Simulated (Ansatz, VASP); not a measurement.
## GaN in VASP and in Ansatz

The input POSCAR:

```
GaN
1.0
    0.0000000000      2.2535006075      2.4506819107
    2.2535006075      0.0000000000      2.4506819107
    2.2535006075      2.2535006075      0.0000000000
Ga N
1 1
Direct
    0.0000000000      0.0000000000      0.0000000000
    0.7500000000      0.7500000000      0.7500000000
```

File INCAR.step1:

```
SYSTEM = GaN
  ALGO = Normal
  EDIFF = 1E-4
  ENCUT = 520
  GGA = PE
  ISMEAR = 0
  LASPH = .True.
  LCHARG = .False.
  LREAL = .False.
  LWAVE = .True.
  NBANDS = 16
  NELM = 80
  PREC = Accurate
  SIGMA = 0.05
```

INCAR.step2

```
SYSTEM = GaN
  ALGO = Normal
  EDIFF = 1E-7
  ENCUT = 520
  ISIF = 2
  ISMEAR = 0
  ISTART = 1
  LASPH = .True.
  LCHARG = .False.
  LMIXTAU = .True.
  LREAL = .False.
  LWAVE = .False.
  METAGGA = R2SCAN
  NBANDS = 16
  NELM = 80
  PREC = Accurate
  SIGMA = 0.05
```

Contents of KPOINTS:

```
k-points
0
Gamma
  10 10 10
  0 0 0
```

Input for Ansatz:

```yaml
crystal:
  lattice:
    - [0.0, 2.2535006075, 2.4506819107]
    - [2.2535006075, 0.0, 2.4506819107]
    - [2.2535006075, 2.2535006075, 0.0]
  atoms:
    - { symbol: Ga, position: [0.0, 0.0, 0.0] }
    - { symbol: "N", position: [0.75, 0.75, 0.75] }
basis:
  ecutwfc: 500
kpoints:
  mp_grid: { grid: [10, 10, 10] }
hamiltonian:
  xc: r2scan
scf:
  occupations: { method: gaussian, width: 0.05 }
output:
  forces: true
  stress: true
  eigenvalues: true
```

Change from the starting cell: strain +0.0875 x Voigt [0, 0, 1, 0, 0, 0], atoms carried along.

Alike in both runs: task single point; functional r2SCAN; k mesh 10 × 10 × 10; occupations gaussian, width 0.05 eV; no spin polarisation.

|  | VASP | Ansatz |
| --- | --- | --- |
| version | VASP 6.6.1 | Ansatz 0.2.0 |
| potentials or method | VASP PAW PBE potentials, release 64 (Ga_d, N), cutoff 520 eV | scalar-relativistic, plane waves, PAW |
| valence electrons in the cell | 18 | 18 |

```tsv
	VASP	Ansatz	Ansatz less VASP
gap on the k mesh at the Fermi level (eV)	1.38	1.38	+0.004
least direct gap on the mesh (eV)	1.38	1.38	+0.004
pressure (GPa)	-14.1	-14.8	-0.74
traceless stress, the component that is largest in VASP (GPa)	-8.83	-8.96	-0.131
```

VASP's potentials were made for PBE, not for r2SCAN. The functional is the same, so the differences come from potentials, cutoffs and numerics.
